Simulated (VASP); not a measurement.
Nb: single point with PBEsol

Nb:

```
Nb
1.0
    -1.63622    1.63622    1.63622
     1.63622   -1.63622    1.63622
     1.63622    1.63622   -1.63622
Nb
1
Direct
  0.00000 0.00000 0.00000
```

```json
{
  "Program": "VASP 6.6.1",
  "Task": "single point",
  "Functional": "PBEsol",
  "Potentials or basis": "VASP PAW PBE potentials, release 64 (Nb_sv)",
  "Cutoff": "520 eV",
  "k mesh": "18 × 18 × 18",
  "Occupations": "gaussian, width 0.1 eV",
  "Spin": "no spin polarisation",
  "Dipole correction": "no",
  "k mesh for the DOS": "27 × 27 × 27",
  "Occupations for the DOS": "tetrahedron",
  "Further INCAR settings": "ALGO = Normal; EDIFF = 1e-06"
}
```

| Property | Result |
| --- | --- |
| Valence electrons inside the program's atomic spheres | Nb 10.76 |

Levels at points of the mesh, in eV from the Fermi level:
| k point | band 4 | band 5 | band 6 | band 7 | band 8 | band 9 |
| --- | --- | --- | --- | --- | --- | --- |
| (0.00, 0.00, 0.00) | -29.48 | -6.01 | 0.37 | 0.37 | 0.37 | 3.37 |

Run time: 2.6 min on 1 thread of Intel Xeon 8259CL, on a shared host, peak memory 0.26 GiB.
